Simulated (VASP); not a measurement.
# LiCl in VASP: a series of runs

The runs below take LiCl through single point, with PBE, r2SCAN.

All numbers are computed with VASP 6.6.1; they aren't measurements. Logs are shortened: lines on timing, memory, paths and dates and some standing lists are left out, and cuts for length are marked.

## (1) The cell of the first run

The structure is tetragonal, space group I4/mmm (No. 139). Conventional cell: a = 3.511 Å, b = 3.511 Å, c = 5.226 Å, α = 90.00°, β = 90.00°, γ = 90.00°. Li (site symmetry 4/mmm) has 6 Cl at 2.48 to 2.61 Å within 3.3 Å. Within 3.3 Å of Cl (site symmetry 4/mmm) lie 6 Li at 2.48 to 2.61 Å.

## (2) Single point, PBE (epitaxial xy strain -2.9%)

INCAR reads:

```
PREC = Accurate ; ENCUT = 520
EDIFF = 1E-6 ; ISMEAR = -1
SIGMA = 0.02 ; LREAL = False
LASPH = True ; NELM = 60
ALGO = Normal ; ISIF = 2
LWAVE = False ; LCHARG = False
GGA = PE ; NBANDS = 12
```

KPOINTS reads:

```
regular mesh
0
Gamma
  8 8 8
```

POSCAR reads:

```
LiCl
1.0
    0.0000000000      2.4824231290      2.6130515065
    2.4824231290      0.0000000000      2.6130515065
    2.4824231290      2.4824231290      0.0000000000
Li Cl
1 1
Direct
    0.0000000000      0.0000000000      0.0000000000
    0.5000000000      0.5000000000      0.5000000000
```

Potentials or basis: VASP PAW PBE potentials, release 64 (Li_sv, Cl).

Run with:

```sh
> cat potpaw_PBE.64/Li_sv/POTCAR potpaw_PBE.64/Cl/POTCAR > POTCAR
> mpirun -np 1 vasp_std > vasp.out
```

OUTCAR:

```text
PREC = Accurate
   ENCUT = 520
   EDIFF = 1E-6
   ISMEAR = -1
   LREAL = False
   LASPH = True
   NELM = 60
   ISIF = 2
   GGA = PE

 ion  position               nearest neighbor table
   1  0.000  0.000  0.000-   2 2.48   2 2.48   2 2.48   2 2.48   2 2.61   2 2.61
   2  0.500  0.500  0.500-   1 2.48   1 2.48   1 2.48   1 2.48   1 2.61   1 2.61

  LATTYP: Found a body centered tetragonal cell.
 ALAT       =     3.5106764566
 C/A-ratio  =     1.4886313443

  Lattice vectors:

 A1 = (  -2.4824231290,   0.0000000000,   2.6130515065)
 A2 = (   2.4824231290,   0.0000000000,   2.6130515065)
 A3 = (   0.0000000000,   2.4824231290,  -2.6130515065)

Analysis of symmetry for initial positions (statically):
=====================================================================
 Subroutine PRICEL returns:
 Original cell was already a primitive cell.

 Routine SETGRP: Setting up the symmetry group for a
 body centered tetragonal supercell.

 Subroutine GETGRP returns: Found 16 space group operations
 (whereof 16 operations were pure point group operations)
 out of a pool of 16 trial point group operations.

The static configuration has the point symmetry D_4h.

Analysis of symmetry for dynamics (positions and initial velocities):
=====================================================================
 Subroutine PRICEL returns:
 Original cell was already a primitive cell.

 Routine SETGRP: Setting up the symmetry group for a
 body centered tetragonal supercell.

 Subroutine GETGRP returns: Found 16 space group operations
 (whereof 16 operations were pure point group operations)
 out of a pool of 16 trial point group operations.

The dynamic configuration has the point symmetry D_4h.

 Subroutine INISYM returns: Found 16 space group operations
 (whereof 16 operations are pure point group operations),
 and found     1 'primitive' translations

----------------------------------------------------------------------------------------

                                     Primitive cell

  volume of cell :      32.2055

  direct lattice vectors                    reciprocal lattice vectors
     0.000000000  2.482423129  2.613051507    -0.201416106  0.201416106  0.191347166
     2.482423129  0.000000000  2.613051507     0.201416106 -0.201416106  0.191347166
     2.482423129  2.482423129  0.000000000     0.201416106  0.201416106 -0.191347166

  length of vectors
     3.604228457  3.604228457  3.510676457     0.343148122  0.343148122  0.343148122

  position of ions in fractional coordinates (direct lattice)
     0.000000000  0.000000000  0.000000000
     0.500000000  0.500000000  0.500000000

  ion indices of the primitive-cell ions
   primitive index   ion index
                 1           1
                 2           2

----------------------------------------------------------------------------------------

 KPOINTS: regular mesh

Automatic generation of k-mesh.
 Grid dimensions read from file:
 generate k-points for:    8    8    8

 Generating k-lattice:

  Cartesian coordinates                     Fractional coordinates (reciprocal lattice)
    -0.025177013  0.025177013  0.023918396     0.125000000  0.000000000  0.000000000
     0.025177013 -0.025177013  0.023918396     0.000000000  0.125000000  0.000000000
     0.025177013  0.025177013 -0.023918396     0.000000000  0.000000000  0.125000000

  Length of vectors
     0.042893515  0.042893515  0.042893515

  Shift w.r.t. Gamma in fractional coordinates (k-lattice)
     0.000000000  0.000000000  0.000000000

 Subroutine IBZKPT returns following result:
 ===========================================

 Found     59 irreducible k-points:

 Following reciprocal coordinates:
            Coordinates               Weight
  0.000000  0.000000  0.000000      1.000000
  0.125000 -0.000000  0.000000      8.000000
  0.250000 -0.000000  0.000000      8.000000
  0.375000  0.000000  0.000000      8.000000
  0.500000 -0.000000  0.000000      4.000000
  0.125000  0.125000  0.000000      2.000000
[... 16 lines left out ...]
  0.250000 -0.000000  0.125000     16.000000
  0.375000  0.000000  0.125000     16.000000
 [... further k-points ...]
   k-points           NKPTS =     59   k-points in BZ     NKDIM =     59   number of bands    NBANDS=     12
   number of dos      NEDOS =    301   number of ions     NIONS =      2
   total plane-waves  NPLWV =  21952
   dimension x,y,z NGX =    28 NGY =   28 NGZ =   28
   dimension x,y,z NGXF=    56 NGYF=   56 NGZF=   56
   ions per type =               1   1
   NGX,Y,Z   is equivalent  to a cutoff of  12.92, 12.92, 13.26 a.u.
   NGXF,Y,Z  is equivalent  to a cutoff of  25.83, 25.83, 26.52 a.u.
 SYSTEM =  unknown system
   PREC   = accura    normal or accurate (medium, high low for compatibility)
   ISTART =      0    job   : 0-new  1-cont  2-samecut
   ICHARG =      2    charge: 1-file 2-atom 10-const
   ISPIN  =      1    spin polarized calculation?
   LNONCOLLINEAR =      F non collinear calculations
   LSORBIT =      F    spin-orbit coupling
   LASPH  =      T    aspherical Exc in radial PAW
   ENCUT  =  520.0 eV  38.22 Ry    6.18 a.u.   6.70  6.70  6.53*2*pi/ulx,y,z
   NELM   =     60;   NELMIN=  2; NELMDL= -5     # of ELM steps
   EDIFF  = 0.1E-05   stopping-criterion for ELM
   LREAL  =      F    real-space projection
   EDIFFG = 0.1E-04   stopping-criterion for IOM
   NSW    =      0    number of steps for IOM
   IBRION =     -1    ionic relax: 0-MD 1-quasi-New 2-CG
   NFREE  =      0    steps in history (QN), initial steepest desc. (CG)
   ISIF   =      2    stress and relaxation
   ISYM   =      2    0-nonsym 1-usesym 2-fastsym
   POTIM  = 0.5000    time-step for ionic-motion
   TEBEG  =    0.0;   TEEND  =   0.0 temperature during run
   PSTRESS=    0.0 pullay stress
   NELECT =      10.0000    total number of electrons
   NUPDOWN=      -1.0000    fix difference up-down
   EMIN   =  10.00;   EMAX   =-10.00  energy-range for DOS
   EFERMI =   0.00;   METHOD = LEGACY
   ISMEAR =    -1;   SIGMA  =   0.02  broadening in eV -4-tet -1-fermi 0-gaus
   EFERMI_NEDOS =   21; number of points for ismear=-14 and -15
   IALGO  =     38    algorithm
   IMIX   =      4    mixing-type and parameters
     AMIX     =   0.40;   BMIX     =  1.00
     AMIX_MAG =   1.60;   BMIX_MAG =  1.00
  volume/ion in A,a.u.               =      16.10       108.67
  Fermi-wavevector in a.u.,A,eV,Ry     =   1.108575  2.094902 16.720715  1.228938
  Thomas-Fermi vector in A             =   2.245104
   LORBIT       =      0    0 simple, 1 ext, 2 COOP (PROOUT), +10 PAW based schemes
   GGA     = PE    functional components
   LHFCALC =     F    Hartree Fock is set to
   AEXX    =    0.0000 exact exchange contribution
   IVDW    =     0    specifies the selected vdW correction
   LEPSILON=     F    determine dielectric tensor
   LRPA    =     F    only Hartree local field effects (RPA)
 non-spin polarized calculation
  energy-cutoff  :      520.00
  volume of cell :       32.21
 maximum number of plane-waves:       901
   NGX = 13   NGY = 13   NGZ = 13

 number of electron      10.0000000 magnetization

 number of electron       9.9999996 magnetization

 Free energy of the ion-electron system (eV)
  ---------------------------------------------------
  ext. energy  EPLUGINS =         0.00000000
  ---------------------------------------------------
  free energy    TOTEN  =        -7.36669905 eV

  energy without entropy =       -7.36669905  energy(sigma->0) =       -7.36669905

 E-fermi :   1.5182     XC(G=0):  -8.9299

 val. band max:        1.0131208189   @ k =   0.0000   0.0000   0.0000
 cond. band min:       7.5510560034   @ k =   0.0000   0.0000   0.0000
 fundamental gap:      6.5379351846
 Fermi energy:         1.5181779876

 k-point     1 :       0.0000    0.0000    0.0000
  band No.  band energies     occupation
      1     -42.5006      2.00000
      2     -12.6317      2.00000
      3       0.8900      2.00000
      4       0.8900      2.00000
      5       1.0131      2.00000
      6       7.5511      0.00000
      7      12.6200      0.00000
      8      13.0850      0.00000
      9      13.0850      0.00000
     10      15.0831      0.00000
     11      15.2747      0.00000
     12      16.1002      0.00000

 k-point     2 :       0.1250   -0.0000    0.0000
  band No.  band energies     occupation
      1     -42.5001      2.00000
      2     -12.5487      2.00000
      3       0.3654      2.00000
      4       0.8640      2.00000
      5       0.9170      2.00000
      6       8.0122      0.00000
      7      12.1406      0.00000
      8      12.5928      0.00000
      9      13.1057      0.00000
     10      14.0142      0.00000
     11      14.3391      0.00000
     12      16.1979      0.00000

 k-point     3 :       0.2500   -0.0000    0.0000
  band No.  band energies     occupation
      1     -42.4988      2.00000
      2     -12.3360      2.00000
      3      -0.7508      2.00000
      4       0.7698      2.00000
      5       0.8056      2.00000
      6       8.3345      0.00000
      7      11.4227      0.00000
      8      11.9697      0.00000
      9      12.1492      0.00000
     10      15.0103      0.00000
     11      15.0275      0.00000
     12      16.8265      0.00000

 k-point     4 :       0.3750    0.0000    0.0000
  band No.  band energies     occupation
      1     -42.4975      2.00000
      2     -12.1031      2.00000
      3      -1.7021      2.00000
      4       0.6363      2.00000
      5       0.7533      2.00000
      6       7.9469      0.00000
      7      10.5759      0.00000
      8      11.0055      0.00000
      9      13.5020      0.00000
     10      16.7406      0.00000
     11      16.9404      0.00000
     12      17.5531      0.00000

 k-point     5 :       0.5000   -0.0000    0.0000
  band No.  band energies     occupation
      1     -42.4970      2.00000
      2     -11.9996      2.00000
      3      -2.0685      2.00000
      4       0.5839      2.00000
      5       0.7333      2.00000
      6       7.7313      0.00000
      7      10.2794      0.00000
      8      10.6701      0.00000
      9      14.3934      0.00000
     10      18.0555      0.00000
     11      18.1887      0.00000
     12      18.5073      0.00000
[... 228 lines left out ...]
      1     -42.4966      2.00000
      2     -11.7903      2.00000
      3      -2.1761      2.00000
      4      -0.1393      2.00000
      5      -0.1393      2.00000
      6       9.0421      0.00000
      7       9.3198      0.00000
      8      13.3047      0.00000
      9      15.6985      0.00000
     10      15.6985      0.00000
     11      18.1772      0.00000
     12      19.8217      0.00000

 k-point    22 :       0.1250    0.0000    0.1250
  band No.  band energies     occupation
      1     -42.4998      2.00000
      2     -12.5166      2.00000
      3       0.4127      2.00000
      4       0.6535      2.00000
      5       0.8270      2.00000
      6       8.2852      0.00000
      7      11.9833      0.00000
      8      12.6837      0.00000
      9      12.8728      0.00000
     10      12.9178      0.00000
     11      15.7524      0.00000
     12      16.3907      0.00000

 k-point    23 :       0.2500   -0.0000    0.1250
  band No.  band energies     occupation
      1     -42.4988      2.00000
      2     -12.3409      2.00000
      3      -0.4607      2.00000
      4       0.5288      2.00000
      5       0.6724      2.00000
      6       8.9399      0.00000
      7      11.2460      0.00000
      8      11.4609      0.00000
      9      12.5303      0.00000
     10      13.7551      0.00000
     11      15.9706      0.00000
     12      17.5072      0.00000

 k-point    24 :       0.3750    0.0000    0.1250
  band No.  band energies     occupation
      1     -42.4975      2.00000
      2     -12.1075      2.00000
      3      -1.4244      2.00000
      4       0.4396      2.00000
      5       0.4712      2.00000
      6       8.7119      0.00000
      7      10.6372      0.00000
      8      11.5557      0.00000
      9      12.2347      0.00000
     10      15.3060      0.00000
     11      17.5386      0.00000
     12      18.4120      0.00000

 [... further k-points ...]

------------------------ aborting loop because EDIFF is reached ----------------------------------------

  FORCE on cell =-STRESS in cart. coord.  units (eV):
  Direction    XX          YY          ZZ          XY          YZ          ZX
  --------------------------------------------------------------------------------------
  -------------------------------------------------------------------------------------
  Total        0.5851945      0.5851945      0.1557715      0.0000000      0.0000000      0.0000000
  in kB       29.1126157     29.1126157      7.7494177      0.0000000      0.0000000      0.0000000
  external PRESSURE =      21.9915497 kB  Pullay stress =       0.0000000 kB

 VOLUME and BASIS-vectors are now :
 -----------------------------------------------------------------------------
  energy-cutoff  :      520.00
  volume of cell :       32.21
      direct lattice vectors                 reciprocal lattice vectors
     0.000000000  2.482423129  2.613051507    -0.201416106  0.201416106  0.191347166
     2.482423129  0.000000000  2.613051507     0.201416106 -0.201416106  0.191347166
     2.482423129  2.482423129  0.000000000     0.201416106  0.201416106 -0.191347166

 POSITION                                       TOTAL-FORCE (eV/Angst)
 -----------------------------------------------------------------------------------
      0.00000      0.00000      0.00000        -0.000000      0.000000      0.000000
      2.48242      2.48242      2.61305         0.000000     -0.000000      0.000000
 -----------------------------------------------------------------------------------
    total drift:                                0.000000      0.000000      0.000000

  FREE ENERGIE OF THE ION-ELECTRON SYSTEM (eV)
  ---------------------------------------------------
  free  energy   TOTEN  =        -7.3666990520 eV

  energy  without entropy=       -7.3666990520  energy(sigma->0) =       -7.36669905
```

Run time: 30 s. Hardware: 1 thread of Intel Xeon Platinum 8259CL at 2.50GHz (Skylake/Cascade Lake), shared host; peak memory 0.16 GiB.

Results:

* Free energy: -7.3667 eV
* Band gap on the k mesh: 6.54 eV

Levels at points of the mesh, in eV from the valence-band top:
```csv
k point,band 1,band 2,band 3,band 4,band 5,band 6,band 7,band 8,band 9,band 10
"(0.00, 0.00, 0.00)",-43.51,-13.64,-0.12,-0.12,0.00,6.54,11.61,12.07,12.07,14.07
"(0.50, 0.00, 0.00)",-43.51,-13.01,-3.08,-0.43,-0.28,6.72,9.27,9.66,13.38,17.04
"(0.50, 0.50, 0.00)",-43.51,-12.80,-3.19,-1.15,-1.15,8.03,8.31,12.29,14.69,14.69
"(0.50, 0.00, 0.50)",-43.51,-12.70,-3.19,-1.50,-1.14,7.89,8.08,13.03,13.76,14.85
```

Caveat: the cell differs from its parent crystal (epitaxial xy strain -2.9%); the cutoff is under 1.25 times the usual one of these potentials, so pressure, stress and relaxed cells hold a basis-set (Pulay) error. A k mesh can miss the band edges.

## (3) Single point, PBE (uniaxial x strain +0.6%)

INCAR reads:

```
PREC     = Accurate       # precision mode
ENCUT    = 520            # plane-wave cutoff, eV
EDIFF    = 1E-7           # SCF threshold, eV
ISMEAR   = -1             # smearing method
SIGMA    = 0.02           # smearing width, eV
LREAL    = False          # projectors in reciprocal space
LASPH    = True           # aspherical terms in the spheres
NELM     = 100            # most SCF steps
ALGO     = Normal         # electronic algorithm
ISIF     = 2              # what is computed and relaxed
LWAVE    = False          # write WAVECAR
LCHARG   = False          # write CHGCAR
GGA      = PE             # functional
NBANDS   = 12             # bands
```

KPOINTS reads:

```
Automatic mesh
0
Gamma
  8 8 8
```

POSCAR reads:

```
LiCl
1.0
    0.0000000000      2.5560369945      2.5560369945
    2.5716288201      0.0000000000      2.5560369945
    2.5716288201      2.5560369945      0.0000000000
Li Cl
1 1
Direct
    0.0000000000      0.0000000000      0.0000000000
    0.5000000000      0.5000000000      0.5000000000
```

Potentials or basis: VASP PAW PBE potentials, release 64 (Li_sv, Cl).

Run with:

```sh
> cat potpaw_PBE.64/Li_sv/POTCAR potpaw_PBE.64/Cl/POTCAR > POTCAR
> mpirun -np 1 vasp_std > vasp.out
```

It took 31 s on 1 thread of Intel Xeon Platinum 8259CL at 2.50GHz (Skylake/Cascade Lake), shared host; peak memory 0.15 GiB.

The run converged. Its results:

| Quantity | Value |
| --- | --- |
| Free energy | -7.3853 eV |
| Band gap on the k mesh | 6.35 eV |

Levels at points of the mesh, in eV from the valence-band top:
```csv
k point,band 3,band 4,band 5,band 6,band 7,band 8
"(0.00, 0.00, 0.00)",-0.02,-0.02,0.00,6.35,11.90,11.95
"(0.50, 0.00, 0.00)",-2.84,-0.28,-0.26,6.75,9.47,9.52
"(0.50, 0.50, 0.00)",-2.92,-1.15,-1.10,7.88,8.27,12.49
"(0.00, 0.50, 0.50)",-2.92,-1.11,-1.11,7.89,8.29,12.41
```

Caveat: the cell differs from its parent crystal (uniaxial x strain +0.6%); the cutoff is under 1.25 times the usual one of these potentials, so pressure, stress and relaxed cells hold a basis-set (Pulay) error. A k mesh can miss the band edges.

## (4) Single point, PBE (epitaxial 111 strain +2.4%)

INCAR reads:

```
PREC = Accurate
ENCUT = 520
EDIFF = 1E-6
ISMEAR = -1
SIGMA = 0.02
LREAL = F
LASPH = T
NELM = 100
ALGO = Normal
ISIF = 2
LWAVE = F
LCHARG = F
GGA = PE
NBANDS = 12
```

KPOINTS reads:

```
regular mesh
0
Gamma
  8 8 8
```

POSCAR reads:

```
LiCl
1.0
   -0.0605380171      2.5565882615      2.5565882615
    2.5565882615     -0.0605380171      2.5565882615
    2.5565882615      2.5565882615     -0.0605380171
Li Cl
1 1
Direct
    0.0000000000      0.0000000000      0.0000000000
    0.5000000000      0.5000000000      0.5000000000
```

Run with:

```sh
> cat potpaw_PBE.64/Li_sv/POTCAR potpaw_PBE.64/Cl/POTCAR > POTCAR
> mpirun -np 1 vasp_std > vasp.out
```

Run time: 27 s. Hardware: 1 thread of Intel Xeon Platinum 8259CL at 2.50GHz (Skylake/Cascade Lake), shared host; peak memory 0.16 GiB.

The run converged. Its results:

```yaml
Free_energy: -7.3813 eV
Band_gap_on_the_k_mesh: 6.06 eV
```

Levels at points of the mesh, in eV from the valence-band top:
| k point | band 2 | band 3 | band 4 | band 5 | band 6 | band 7 | band 8 | band 9 |
| --- | --- | --- | --- | --- | --- | --- | --- | --- |
| (0.00, 0.00, 0.00) | -13.44 | -0.20 | -0.20 | 0.00 | 6.06 | 11.60 | 11.60 | 12.19 |
| (0.50, 0.00, 0.00) | -12.92 | -2.86 | -0.39 | -0.29 | 6.65 | 9.29 | 9.60 | 12.48 |
| (0.50, 0.50, 0.00) | -12.68 | -2.91 | -1.29 | -1.08 | 7.67 | 8.23 | 12.05 | 13.73 |
| (0.50, 0.50, 0.50) | -12.85 | -2.81 | -0.48 | -0.48 | 6.44 | 9.12 | 9.12 | 12.87 |

Caveat: the cell differs from its parent crystal (epitaxial 111 strain +2.4%); the cutoff is under 1.25 times the usual one of these potentials, so pressure, stress and relaxed cells hold a basis-set (Pulay) error. A k mesh can miss the band edges.

(Continued in part 2 of 2.)
